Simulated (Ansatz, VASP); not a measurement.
# Ag in VASP and in Ansatz

```xyz
1
Lattice="2.6911 0.0000 0.0000 0.0000 2.6911 0.0000 0.0000 0.0000 2.6911" Properties=species:S:1:pos:R:3 pbc="T T T"
Ag    0.0000    0.0000    0.0000
```

Alike in both runs: functional PBEsol; k mesh 6 × 6 × 6; occupations gaussian, width 0.1 eV; no spin polarisation.

Ansatz relaxed the structure, and its values are those at the end. VASP's run is a single point on that final structure, the one shown.

```csv
,VASP,Ansatz
version,VASP 6.6.1,Ansatz 0.2.0
potentials or method,"VASP PAW PBE potentials, release 64 (Ag), cutoff 500 eV","scalar-relativistic, plane waves, PAW"
valence electrons in the cell,11,19
```

|  | VASP | Ansatz | Ansatz less VASP |
| --- | --- | --- | --- |
| gap on the k mesh at the Fermi level (eV) | none | none | - |
| pressure (GPa) | -0.4 | -0.2 | +0.15 |

VASP's potentials were made for PBE, not for PBEsol. A gap of «none» marks a metal or a gap that the smearing closes. VASP's potentials hold 11 valence electrons a cell and Ansatz's 19, so a difference there can come from the potentials and not from the codes.

The k mesh is coarse, so the values compare programs but aren't converged.
